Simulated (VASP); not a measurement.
# SrO (Fm-3m) in VASP: notebook

Runs on SrO. Level: RPBE. Tasks: single point.

Program: VASP 6.6.1. These are calculated values, not measurements. Logs are shortened: lines on timing, memory, paths and dates and some standing lists are left out, and cuts for length are marked.

## (1) The cell of the first run

The structure is cubic, space group Fm-3m (No. 225). Conventional cell: a = 5.133 Å, b = 5.133 Å, c = 5.133 Å, α = 90.00°, β = 90.00°, γ = 90.00°. Sr (site symmetry m-3m) has 6 O at 2.57 Å within 3.4 Å. O (site symmetry m-3m) has 6 Sr at 2.57 Å within 3.4 Å.

## (2) Single point, RPBE

The input, INCAR:

```
  ALGO = Normal
  EDIFF = 1E-7
  ENCUT = 520
  GGA = RP
  ISIF = 2
  ISMEAR = 0
  LASPH = T
  LCHARG = F
  LREAL = F
  LWAVE = F
  NBANDS = 15
  NELM = 100
  PREC = Accurate
  SIGMA = 0.01
```

The input, KPOINTS:

```
k-points
0
Gamma
  8 8 8
```

The input, POSCAR:

```
SrO
1.0
    0.0000000000      2.5663000000      2.5663000000
    2.5663000000      0.0000000000      2.5663000000
    2.5663000000      2.5663000000      0.0000000000
Sr O
1 1
Direct
    0.5000000000      0.5000000000      0.5000000000
    0.0000000000      0.0000000000      0.0000000000
```

Potentials or basis: VASP PAW PBE potentials, release 64 (Sr_sv, O).

Command:

```bash
> cat potpaw_PBE.64/Sr_sv/POTCAR potpaw_PBE.64/O/POTCAR > POTCAR
> mpirun -np 1 vasp_std > vasp.out
```

OUTCAR:

```text
EDIFF = 1E-7
   ENCUT = 520
   GGA = RP
   ISIF = 2
   ISMEAR = 0
   LASPH = T
   LREAL = F
   NELM = 100
   PREC = Accurate

 ion  position               nearest neighbor table
   1  0.500  0.500  0.500-   2 2.57   2 2.57   2 2.57   2 2.57   2 2.57   2 2.57
   2  0.000  0.000  0.000-   1 2.57   1 2.57   1 2.57   1 2.57   1 2.57   1 2.57

  LATTYP: Found a face centered cubic cell.
 ALAT       =     5.1326000000

  Lattice vectors:

 A1 = (   0.0000000000,   2.5663000000,   2.5663000000)
 A2 = (   2.5663000000,   0.0000000000,   2.5663000000)
 A3 = (   2.5663000000,   2.5663000000,   0.0000000000)

Analysis of symmetry for initial positions (statically):
=====================================================================
 Subroutine PRICEL returns:
 Original cell was already a primitive cell.

 Routine SETGRP: Setting up the symmetry group for a
 face centered cubic supercell.

 Subroutine GETGRP returns: Found 48 space group operations
 (whereof 48 operations were pure point group operations)
 out of a pool of 48 trial point group operations.

The static configuration has the point symmetry O_h .

Analysis of symmetry for dynamics (positions and initial velocities):
=====================================================================
 Subroutine PRICEL returns:
 Original cell was already a primitive cell.

 Routine SETGRP: Setting up the symmetry group for a
 face centered cubic supercell.

 Subroutine GETGRP returns: Found 48 space group operations
 (whereof 48 operations were pure point group operations)
 out of a pool of 48 trial point group operations.

The dynamic configuration has the point symmetry O_h .

 Subroutine INISYM returns: Found 48 space group operations
 (whereof 48 operations are pure point group operations),
 and found     1 'primitive' translations

----------------------------------------------------------------------------------------

                                     Primitive cell

  volume of cell :      33.8028

  direct lattice vectors                    reciprocal lattice vectors
     0.000000000  2.566300000  2.566300000    -0.194833028  0.194833028  0.194833028
     2.566300000  0.000000000  2.566300000     0.194833028 -0.194833028  0.194833028
     2.566300000  2.566300000  0.000000000     0.194833028  0.194833028 -0.194833028

  length of vectors
     3.629296265  3.629296265  3.629296265     0.337460704  0.337460704  0.337460704

  position of ions in fractional coordinates (direct lattice)
     0.500000000  0.500000000  0.500000000
     0.000000000  0.000000000  0.000000000

  ion indices of the primitive-cell ions
   primitive index   ion index
                 1           1
                 2           2

----------------------------------------------------------------------------------------

 KPOINTS: k-points

Automatic generation of k-mesh.
 Grid dimensions read from file:
 generate k-points for:    8    8    8

 Generating k-lattice:

  Cartesian coordinates                     Fractional coordinates (reciprocal lattice)
    -0.024354129  0.024354129  0.024354129     0.125000000  0.000000000  0.000000000
     0.024354129 -0.024354129  0.024354129     0.000000000  0.125000000  0.000000000
     0.024354129  0.024354129 -0.024354129     0.000000000  0.000000000  0.125000000

  Length of vectors
     0.042182588  0.042182588  0.042182588

  Shift w.r.t. Gamma in fractional coordinates (k-lattice)
     0.000000000  0.000000000  0.000000000

 Subroutine IBZKPT returns following result:
 ===========================================

 Found     29 irreducible k-points:

 Following reciprocal coordinates:
            Coordinates               Weight
  0.000000  0.000000  0.000000      1.000000
  0.125000  0.000000  0.000000      8.000000
  0.250000  0.000000  0.000000      8.000000
  0.375000  0.000000  0.000000      8.000000
  0.500000  0.000000  0.000000      4.000000
  0.125000  0.125000  0.000000      6.000000
[... 16 lines left out ...]
  0.500000  0.250000  0.125000     48.000000
 -0.375000  0.250000  0.125000     24.000000
 [... further k-points ...]
   k-points           NKPTS =     29   k-points in BZ     NKDIM =     29   number of bands    NBANDS=     15
   number of dos      NEDOS =    301   number of ions     NIONS =      2
   total plane-waves  NPLWV =  21952
   dimension x,y,z NGX =    28 NGY =   28 NGZ =   28
   dimension x,y,z NGXF=    56 NGYF=   56 NGZF=   56
   ions per type =               1   1
   NGX,Y,Z   is equivalent  to a cutoff of  12.83, 12.83, 12.83 a.u.
   NGXF,Y,Z  is equivalent  to a cutoff of  25.65, 25.65, 25.65 a.u.
 SYSTEM =  unknown system
   PREC   = accura    normal or accurate (medium, high low for compatibility)
   ISTART =      0    job   : 0-new  1-cont  2-samecut
   ICHARG =      2    charge: 1-file 2-atom 10-const
   ISPIN  =      1    spin polarized calculation?
   LNONCOLLINEAR =      F non collinear calculations
   LSORBIT =      F    spin-orbit coupling
   LASPH  =      T    aspherical Exc in radial PAW
   ENCUT  =  520.0 eV  38.22 Ry    6.18 a.u.   6.75  6.75  6.75*2*pi/ulx,y,z
   NELM   =    100;   NELMIN=  2; NELMDL= -5     # of ELM steps
   EDIFF  = 0.1E-06   stopping-criterion for ELM
   LREAL  =      F    real-space projection
   EDIFFG = 0.1E-05   stopping-criterion for IOM
   NSW    =      0    number of steps for IOM
   IBRION =     -1    ionic relax: 0-MD 1-quasi-New 2-CG
   NFREE  =      0    steps in history (QN), initial steepest desc. (CG)
   ISIF   =      2    stress and relaxation
   ISYM   =      2    0-nonsym 1-usesym 2-fastsym
   POTIM  = 0.5000    time-step for ionic-motion
   TEBEG  =    0.0;   TEEND  =   0.0 temperature during run
   PSTRESS=    0.0 pullay stress
   NELECT =      16.0000    total number of electrons
   NUPDOWN=      -1.0000    fix difference up-down
   EMIN   =  10.00;   EMAX   =-10.00  energy-range for DOS
   EFERMI =   0.00;   METHOD = LEGACY
   ISMEAR =     0;   SIGMA  =   0.01  broadening in eV -4-tet -1-fermi 0-gaus
   EFERMI_NEDOS =   21; number of points for ismear=-14 and -15
   IALGO  =     38    algorithm
   IMIX   =      4    mixing-type and parameters
     AMIX     =   0.40;   BMIX     =  1.00
     AMIX_MAG =   1.60;   BMIX_MAG =  1.00
  volume/ion in A,a.u.               =      16.90       114.06
  Fermi-wavevector in a.u.,A,eV,Ry     =   1.275843  2.410995 22.147245  1.627777
  Thomas-Fermi vector in A             =   2.408533
   LORBIT       =      0    0 simple, 1 ext, 2 COOP (PROOUT), +10 PAW based schemes
   GGA     = RP    functional components
   LHFCALC =     F    Hartree Fock is set to
   AEXX    =    0.0000 exact exchange contribution
   IVDW    =     0    specifies the selected vdW correction
   LEPSILON=     F    determine dielectric tensor
   LRPA    =     F    only Hartree local field effects (RPA)
 non-spin polarized calculation
 Gauss-broadening in eV      SIGMA  =   0.01
  energy-cutoff  :      520.00
  volume of cell :       33.80
 maximum number of plane-waves:       941
   NGX = 13   NGY = 13   NGZ = 13

 number of electron      15.9999996 magnetization

 Free energy of the ion-electron system (eV)
  ---------------------------------------------------
  ext. energy  EPLUGINS =         0.00000000
  ---------------------------------------------------
  free energy    TOTEN  =       -11.33100758 eV

  energy without entropy =      -11.33100758  energy(sigma->0) =      -11.33100758

 E-fermi :   2.0446     XC(G=0):  -9.8008

 val. band max:        1.8690489101   @ k =   0.0000   0.0000   0.0000
 cond. band min:       5.2468343155   @ k =   0.5000   0.5000   0.0000
 fundamental gap:      3.3777854054
 Fermi energy:         2.0446360493

 k-point     1 :       0.0000    0.0000    0.0000
  band No.  band energies     occupation
      1     -30.5986      2.00000
      2     -13.3227      2.00000
      3     -12.2404      2.00000
      4     -12.2404      2.00000
      5     -12.2404      2.00000
      6       1.8690      2.00000
      7       1.8690      2.00000
      8       1.8690      2.00000
      9       6.0710      0.00000
     10       8.1527      0.00000
     11       8.1527      0.00000
     12       8.1527      0.00000
     13      10.2750      0.00000
     14      10.2750      0.00000
     15      14.8296      0.00000

 k-point     2 :       0.1250    0.0000    0.0000
  band No.  band energies     occupation
      1     -30.5786      2.00000
      2     -13.6869      2.00000
      3     -12.2524      2.00000
      4     -12.2524      2.00000
      5     -11.9248      2.00000
      6       1.4316      2.00000
      7       1.6714      2.00000
      8       1.6714      2.00000
      9       6.7570      0.00000
     10       8.0175      0.00000
     11       8.4570      0.00000
     12       8.4570      0.00000
     13      10.6847      0.00000
     14      10.6847      0.00000
     15      15.8070      0.00000

 k-point     3 :       0.2500    0.0000    0.0000
  band No.  band energies     occupation
      1     -30.5298      2.00000
      2     -14.2574      2.00000
      3     -12.2810      2.00000
      4     -12.2810      2.00000
      5     -11.4728      2.00000
      6       0.6215      2.00000
      7       1.2448      2.00000
      8       1.2448      2.00000
      9       7.9675      0.00000
     10       8.2924      0.00000
     11       9.2819      0.00000
     12       9.2819      0.00000
     13      11.7078      0.00000
     14      11.7078      0.00000
     15      17.7419      0.00000
[... 343 lines left out ...]
 k-point    23 :       0.5000    0.2500    0.1250
  band No.  band energies     occupation
      1     -30.4550      2.00000
      2     -14.4517      2.00000
      3     -12.6009      2.00000
      4     -12.4125      2.00000
      5     -11.4424      2.00000
      6       0.3559      2.00000
      7       0.9328      2.00000
      8       1.3552      2.00000
      9       7.5400      0.00000
     10       9.1977      0.00000
     11      10.8422      0.00000
     12      10.9972      0.00000
     13      12.9657      0.00000
     14      13.9832      0.00000
     15      16.3831      0.00000

 k-point    24 :      -0.3750    0.2500    0.1250
  band No.  band energies     occupation
      1     -30.4386      2.00000
      2     -14.5194      2.00000
      3     -12.6231      2.00000
      4     -12.4665      2.00000
      5     -11.4131      2.00000
      6       0.3203      2.00000
      7       1.0054      2.00000
      8       1.0863      2.00000
      9       8.3468      0.00000
     10       8.7214      0.00000
     11      11.2465      0.00000
     12      11.4108      0.00000
     13      13.4759      0.00000
     14      14.8970      0.00000
     15      15.4400      0.00000

 [... further k-points ...]

------------------------ aborting loop because EDIFF is reached ----------------------------------------

  FORCE on cell =-STRESS in cart. coord.  units (eV):
  Direction    XX          YY          ZZ          XY          YZ          ZX
  --------------------------------------------------------------------------------------
  -------------------------------------------------------------------------------------
  Total        1.4774595      1.4774595      1.4774595     -0.0000000     -0.0000000     -0.0000000
  in kB       70.0283527     70.0283527     70.0283527     -0.0000000     -0.0000000     -0.0000000
  external PRESSURE =      70.0283527 kB  Pullay stress =       0.0000000 kB

 VOLUME and BASIS-vectors are now :
 -----------------------------------------------------------------------------
  energy-cutoff  :      520.00
  volume of cell :       33.80
      direct lattice vectors                 reciprocal lattice vectors
     0.000000000  2.566300000  2.566300000    -0.194833028  0.194833028  0.194833028
     2.566300000  0.000000000  2.566300000     0.194833028 -0.194833028  0.194833028
     2.566300000  2.566300000  0.000000000     0.194833028  0.194833028 -0.194833028

 POSITION                                       TOTAL-FORCE (eV/Angst)
 -----------------------------------------------------------------------------------
      2.56630      2.56630      2.56630        -0.000000      0.000000     -0.000000
      0.00000      0.00000      0.00000         0.000000     -0.000000      0.000000
 -----------------------------------------------------------------------------------
    total drift:                                0.000000      0.000000      0.000000

  FREE ENERGIE OF THE ION-ELECTRON SYSTEM (eV)
  ---------------------------------------------------
  free  energy   TOTEN  =       -11.3310075849 eV

  energy  without entropy=      -11.3310075849  energy(sigma->0) =      -11.33100758
```

Run time: 31 s. Hardware: 1 thread of Intel Xeon 8259CL, shared host; peak memory 0.16 GiB.

What came out:

```yaml
Free_energy: -11.3310 eV
Pressure: 7.0 GPa
Band_gap_on_the_k_mesh: 3.38 eV, indirect (least direct gap 3.46 eV)
```

Caveat: the PAW data sets were made with another functional, which shifts forces and pressure a little. A k mesh can miss the band edges.

## (3) Single point, RPBE

The input, INCAR:

```
PREC = Accurate ; ENCUT = 520
EDIFF = 1E-6 ; ISMEAR = 0
SIGMA = 0.01 ; LREAL = False
LASPH = True ; NELM = 80
ALGO = Normal ; ISIF = 2
LWAVE = False ; LCHARG = True
GGA = RP ; LELF = True
LVHAR = True ; NBANDS = 15
```

The input, KPOINTS:

```
Automatic mesh
0
Gamma
  9 9 9
```

POSCAR is that of step 2.

Potentials or basis: VASP PAW PBE potentials, release 64 (Sr_sv, O).

Command:

```bash
> cat potpaw_PBE.64/Sr_sv/POTCAR potpaw_PBE.64/O/POTCAR > POTCAR
> mpirun -np 1 vasp_std > vasp.out
```

Run time: 37 s. Hardware: 1 thread of Intel Xeon 8259CL, shared host; peak memory 0.17 GiB.

It converged, with:

```yaml
Free_energy: -11.3310 eV
Pressure: 7.0 GPa
Band_gap_on_the_k_mesh: 3.44 eV, indirect (least direct gap 3.53 eV)
```

Levels at points of the mesh, in eV from the valence-band top:
| k point | band 6 | band 7 | band 8 | band 9 | band 10 | band 11 |
| --- | --- | --- | --- | --- | --- | --- |
| (0.00, 0.00, 0.00) | 0.00 | 0.00 | 0.00 | 4.20 | 6.28 | 6.28 |

Caveat: the PAW data sets were made with another functional, which shifts forces and pressure a little. A k mesh can miss the band edges.
